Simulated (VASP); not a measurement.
Ir:

```
Ir
1.0
     2.75832    0.00000    0.00000
    -1.37916    2.38878    0.00000
     0.00000    0.00000    4.47230
Ir
2
Direct
  0.66667 0.33333 0.75000
  0.33333 0.66667 0.25000
```

Base run:

* Program: VASP 6.6.1
* Functional: LDA
* Potentials or basis: VASP PAW LDA potentials, release 64 (Ir)
* Cutoff: 520 eV
* k mesh: 21 × 21 × 12
* Occupations: gaussian, width 0.15 eV
* Spin: no spin polarisation

Its results: band gap on the k mesh zero (band 9 reaches 10.62 eV, above the bottom of band 10 at 7.51 eV); pressure -18.0 GPa.

Question: The run is repeated on the same cell with these changes: potentials or basis from VASP PAW LDA potentials, release 64 (Ir) to VASP PAW LDA potentials, release 64 (Ir_sv_GW); cutoff from 520 eV to 500 eV; further incar settings from ALGO = Fast; EDIFF = 1e-06; NBANDS = 16 to ALGO = Normal; EDIFF = 1e-06; NBANDS = 24; valence electrons from 18 to 34. What comes out?

Answer: Band gap on the k mesh zero (band 17 reaches 12.91 eV, above the bottom of band 18 at 9.78 eV); pressure -21.8 GPa.

Caveats: spin-orbit coupling is left out, which moves the levels of the heavy elements.
